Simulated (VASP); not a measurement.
Write the native input for VASP 6.6.1 that does the following.

| Item | Value |
| --- | --- |
| Task | single point |
| Functional | PBE |
| Potentials or basis | VASP PAW PBE potentials, release 64 (Si, P) |
| Cutoff | 520 eV |
| k mesh | 4 × 4 × 4 |
| Occupations | gaussian, width 0.1 eV |
| Spin | no spin polarisation |
| Dipole correction | no |
| Further INCAR settings | ALGO = Normal; EDIFF = 1e-06; NBANDS = 45 |

The structure of Si3P4 lies in POSCAR:

```
Si3P4
1.0
   -3.9828081900      3.9828081900      3.9828081900
    3.9828081900     -3.9828081900      3.9828081900
    3.9828081900      3.9828081900     -3.9828081900
Si P
6 8
Direct
    0.2500000000      0.1250000000      0.8750000000
    0.8750000000      0.2500000000      0.1250000000
    0.7500000000      0.3750000000      0.6250000000
    0.6250000000      0.7500000000      0.3750000000
    0.1250000000      0.8750000000      0.2500000000
    0.3750000000      0.6250000000      0.7500000000
    0.5551999800      0.5551999800      0.5551999800
    0.4448000200      0.5000000000      0.0000000000
    0.5000000000      0.0000000000      0.9448000200
    0.0000000000      0.4448000200      0.5000000000
    0.9448000200      0.5000000000      0.0000000000
    0.0551999800      0.0551999800      0.0551999800
    0.0000000000      0.9448000200      0.5000000000
    0.5000000000      0.0000000000      0.4448000200
```

The cell was built from a structure type or drawn by symmetry, and may not be a known phase.

These files were run (other wordings do the same):

INCAR

```
  PREC = Accurate
  ENCUT = 520
  EDIFF = 1E-6
  ISMEAR = 0
  SIGMA = 0.1
  LREAL = F
  LASPH = T
  NELM = 60
  ALGO = Normal
  ISIF = 2
  LWAVE = F
  LCHARG = F
  GGA = PE
  NBANDS = 45
```

KPOINTS

```
Automatic mesh
0
Gamma
  4 4 4
```

Potentials or basis: VASP PAW PBE potentials, release 64 (Si, P).

Run with:

```bash
$ cat potpaw_PBE.64/Si/POTCAR potpaw_PBE.64/P/POTCAR > POTCAR
$ mpirun -np 1 vasp_std > vasp.out
```

It gave:

| Quantity | Value |
| --- | --- |
| Pressure | 12.0 GPa |
| Largest force | 0.436 eV/Å |
| Band gap on the k mesh | 0.38 eV (least direct gap 0.53 eV) |

Caveat: the cell stands under pressure.

It took 64 s on 1 thread of Intel(R) Xeon(R) 6975P-C (Granite Rapids), with other jobs on the host, peak memory 0.41 GiB.
